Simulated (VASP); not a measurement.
# Ge32H20CO in VASP: a series of runs, part 2 of 2

VASP 6.6.1. The steps go on from the part before.

**3. Single point, PBE+D3(BJ)**

The input, INCAR:

```
PREC     = Accurate       # precision mode
ENCUT    = 520            # plane-wave cutoff, eV
EDIFF    = 1E-6           # SCF threshold, eV
ISMEAR   = 0              # smearing method
SIGMA    = 0.03           # smearing width, eV
LREAL    = Auto         
LASPH    = T              # aspherical terms in the spheres
NELM     = 80             # most SCF steps
ALGO     = Normal         # electronic algorithm
ISIF     = 2              # what is computed and relaxed
LWAVE    = F              # write WAVECAR
LCHARG   = F              # write CHGCAR
GGA      = PE             # functional
IVDW     = 12             # dispersion correction
NBANDS   = 272            # bands
```

The input, KPOINTS:

```
regular mesh
0
Gamma
  1 1 1
```

The input, POSCAR:

```
Ge32H20CO
1.0
    8.0016200000      8.0016200000      0.0000000000
   -8.0016200000      8.0016200000      0.0000000000
    0.0000000000      0.0000000000     20.9129000000
Ge H O C
32 20 1 1
Direct
   -0.3110513700      0.3108361000      0.3417141700
   -0.1883655200     -0.3187773700      0.3430676400
    0.0472323700     -0.0476265800      0.3610445300
    0.3184141100      0.1879546800      0.3430611200
   -0.0306010400     -0.4676948700      0.3833236400
    0.2045715100     -0.2046135400      0.3570723000
    0.4674655600      0.0303300900      0.3833297900
    0.5359704100     -0.5364105200      0.3825849700
   -0.1200746300      0.3860718100      0.3036954800
   -0.1204160200     -0.1282538500      0.2999495500
    0.1277503100      0.1202603000      0.3000877800
    0.3865520700      0.3803836100      0.3034034500
    0.1144430300     -0.3775875900      0.3035699900
    0.3773706300     -0.1144371200      0.3034431500
    0.6138873100      0.1197711000      0.3037830100
    0.6191194000     -0.3867587100      0.3035083400
   -0.0011943800      0.2513838600      0.2346504100
    0.0024862600     -0.2532632300      0.2284676200
    0.2530832800     -0.0022977500      0.2284720500
    0.5003917400      0.2489957600      0.2290228000
    0.2489271800     -0.4992641800      0.2358479700
    0.4991756900     -0.2489109500      0.2358277200
    0.7486584100      0.0010959200      0.2346516000
    0.7508965400     -0.5002206400      0.2290238900
   -0.1250000000      0.1250000000      0.1644630000
   -0.1250000000     -0.3750000000      0.1644630000
    0.1250000000     -0.1250000000      0.1644630000
    0.3750000000      0.1250000000      0.1644630000
    0.1250000000     -0.6250000000      0.1644630000
    0.3750000000     -0.3750000000      0.1644630000
    0.6250000000     -0.1250000000      0.1644630000
    0.6250000000     -0.6250000000      0.1644630000
   -0.0489780000      0.0489780000      0.1195430000
   -0.2010220000      0.2010220000      0.1195430000
   -0.0489780000     -0.4510220000      0.1195430000
   -0.2010220000     -0.2989780000      0.1195430000
    0.2010220000     -0.2010220000      0.1195430000
    0.0489780000     -0.0489780000      0.1195430000
    0.4510220000      0.0489780000      0.1195430000
    0.2989780000      0.2010220000      0.1195430000
    0.2010220000     -0.7010220000      0.1195430000
    0.0489780000     -0.5489780000      0.1195430000
    0.4510220000     -0.4510220000      0.1195430000
    0.2989780000     -0.2989780000      0.1195430000
    0.7010220000     -0.2010220000      0.1195430000
    0.5489780000     -0.0489780000      0.1195430000
    0.7010220000     -0.7010220000      0.1195430000
    0.5489780000     -0.5489780000      0.1195430000
    0.0111053500     -0.0113584600      0.4299333200
    0.4101843400     -0.2963752100      0.4288943800
    0.2990414800     -0.4088983300      0.4299100300
    0.3379713900     -0.3339694800      0.5021242300
    0.2361327800     -0.2352644000      0.4412875600
    0.3246719100     -0.3224275200      0.4504297200
```

Potentials or basis: VASP PAW PBE potentials, release 64 (Ge_d, H, O, C).

On the command line:

```bash
$ cat potpaw_PBE.64/Ge_d/POTCAR potpaw_PBE.64/H/POTCAR potpaw_PBE.64/O/POTCAR potpaw_PBE.64/C/POTCAR > POTCAR
$ mpirun -np 1 vasp_gam > vasp.out
```

OUTCAR:

```text
PREC = Accurate
   ENCUT = 520
   EDIFF = 1E-6
   ISMEAR = 0
   LREAL = Auto
   LASPH = T
   NELM = 80
   ISIF = 2
   GGA = PE
   IVDW = 12
 IVDW          = 12

 ion  position               nearest neighbor table
   1  0.689  0.311  0.342-  15 2.45   9 2.46   8 2.59
   2  0.812  0.681  0.343-  16 2.45  10 2.46   5 2.60
   3  0.047  0.952  0.361-  49 1.55  10 2.46  11 2.46   6 2.52
   4  0.318  0.188  0.343-  12 2.45  11 2.46   7 2.60
   5  0.969  0.532  0.383-  13 2.55   9 2.56   2 2.60
   6  0.205  0.795  0.357-  53 1.83  14 2.47  13 2.47   3 2.52
   7  0.467  0.030  0.383-  14 2.55  15 2.56   4 2.60
   8  0.536  0.464  0.383-  12 2.55  16 2.55   1 2.59
   9  0.880  0.386  0.304-   1 2.46  17 2.49  24 2.50   5 2.56
  10  0.880  0.872  0.300-   2 2.46   3 2.46  18 2.48  23 2.49
  11  0.128  0.120  0.300-   4 2.46   3 2.46  19 2.49  17 2.49
  12  0.387  0.380  0.303-   4 2.45  21 2.51  20 2.51   8 2.55
  13  0.114  0.622  0.304-  18 2.46   6 2.47  21 2.49   5 2.55
  14  0.377  0.886  0.303-  19 2.46   6 2.47  22 2.49   7 2.55
[... 23 lines left out ...]
  38  0.049  0.951  0.120-  27 1.54
[... 286 lines left out ...]
 Fermi energy:        -1.9910762155

 k-point     1 :       0.0000    0.0000    0.0000
  band No.  band energies     occupation
      1     -26.7380      2.00000
      2     -26.7373      2.00000
      3     -26.7141      2.00000
      4     -26.6782      2.00000
      5     -26.6775      2.00000
      6     -26.6566      2.00000
[... 243 lines left out ...]
    250       0.3760      0.00000
    251       0.4034      0.00000
 [bands above 251 left out]

------------------------ aborting loop because EDIFF is reached ----------------------------------------

 Edisp (eV)   -7.18061

 E8    (eV) :    -3.1696

  FORCE on cell =-STRESS in cart. coord.  units (eV):
  Direction    XX          YY          ZZ          XY          YZ          ZX
  --------------------------------------------------------------------------------------
  -------------------------------------------------------------------------------------
  Total      13.39915     6.63609    -0.59573     0.02126    -0.00431     0.00913
  in kB       8.01655     3.97030    -0.35642     0.01272    -0.00258     0.00546
  external pressure =        3.88 kB  Pullay stress =        0.00 kB

 VOLUME and BASIS-vectors are now :
 -----------------------------------------------------------------------------
  energy-cutoff  :      520.00
  volume of cell :     2677.94
      direct lattice vectors                 reciprocal lattice vectors
     8.001620000  8.001620000  0.000000000     0.062487346  0.062487346  0.000000000
    -8.001620000  8.001620000  0.000000000    -0.062487346  0.062487346  0.000000000
     0.000000000  0.000000000 20.912900000     0.000000000  0.000000000  0.047817376

 POSITION                                       TOTAL-FORCE (eV/Angst)
 -----------------------------------------------------------------------------------
      3.02551      7.99990      7.14623        -0.001537      0.000136     -0.000381
      1.04351     11.94528      7.17454        -0.000003      0.000074      0.000302
     -7.24259      7.99847      7.55049        -0.011103     -0.000844      0.026137
      1.04389      4.05177      7.17440        -0.000944      0.000638      0.000734
      3.49746     12.01607      8.01641         0.000876     -0.000541      0.009146
     -4.72748      8.00128      7.46742        -0.016140      0.000848     -0.001955
[... 46 lines left out ...]
     -4.22968      8.00857      9.22860        -0.170723     -0.003848     -0.033737
     -2.82378      8.01958      9.41979         0.154021      0.004431      0.052466
 -----------------------------------------------------------------------------------
    total drift:                               -0.006958      0.000938      0.013638

  FREE ENERGIE OF THE ION-ELECTRON SYSTEM (eV)
  ---------------------------------------------------
  free  energy   TOTEN  =      -223.3812340675 eV

  energy  without entropy=     -223.3812340675  energy(sigma->0) =     -223.38123407
```

Wall time 23 min (1 thread of Oxide Virtual Turin-like, shared host); peak memory 1.9 GiB.

What came out:

```
Free energy                : -223.3812 eV
Largest force              : 0.619 eV/Å
Dispersion energy per atom : -0.133 eV
```

Forces on the atoms (eV/Å):
```
Ge  -0.002  0.000  0.000
Ge   0.000  0.000  0.000
Ge  -0.011 -0.001  0.026
Ge  -0.001  0.001  0.001
Ge   0.001 -0.001  0.009
Ge  -0.016  0.001 -0.002
Ge   0.001  0.001  0.008
Ge  -0.001  0.000  0.007
Ge   0.002 -0.003 -0.001
Ge  -0.003  0.002  0.002
Ge   0.001 -0.001 -0.001
Ge   0.000 -0.003 -0.001
Ge   0.000  0.002 -0.006
Ge   0.001 -0.003 -0.002
Ge   0.002  0.003 -0.003
Ge  -0.001  0.001 -0.001
Ge  -0.001  0.000 -0.002
Ge   0.002  0.001 -0.005
Ge   0.001  0.000 -0.005
Ge   0.002 -0.002 -0.008
Ge  -0.003 -0.001 -0.003
Ge  -0.003  0.002 -0.002
Ge  -0.001 -0.001 -0.002
Ge   0.001  0.001 -0.008
Ge  -0.118 -0.002  0.483
Ge   0.053  0.041 -0.591
Ge  -0.038  0.001 -0.486
Ge   0.053 -0.034 -0.591
Ge   0.128  0.081  0.494
Ge  -0.137 -0.003  0.604
Ge   0.129 -0.082  0.493
Ge  -0.139  0.002 -0.465
H    0.030  0.000  0.027
H    0.081 -0.001  0.029
H   -0.084 -0.042 -0.037
H    0.108 -0.020  0.000
H   -0.097  0.003 -0.018
H    0.049 -0.002 -0.036
H   -0.084  0.038 -0.036
H    0.108  0.023  0.000
H   -0.081 -0.009  0.029
H    0.012  0.008  0.030
H    0.027  0.000  0.012
H    0.084 -0.001  0.022
H   -0.081  0.008  0.029
H    0.012 -0.009  0.030
H   -0.064  0.002  0.014
H    0.052 -0.001 -0.026
H    0.012 -0.001 -0.028
H    0.013  0.015 -0.005
H    0.013 -0.015 -0.007
H    0.005  0.000  0.010
O   -0.171 -0.004 -0.034
C    0.154  0.004  0.052
```

Levels at points of the mesh, in eV from the Fermi level:
```
           k point  band 236  band 237  band 238  band 239  band 240  band 241  band 242  band 243
(0.00, 0.00, 0.00)     -0.60     -0.46     -0.37     -0.18      0.30      0.69      1.03      1.08
```

Caveat: the k points lie up to 0.56 Å⁻¹ apart; there is no dipole correction, which matters where the two faces differ.
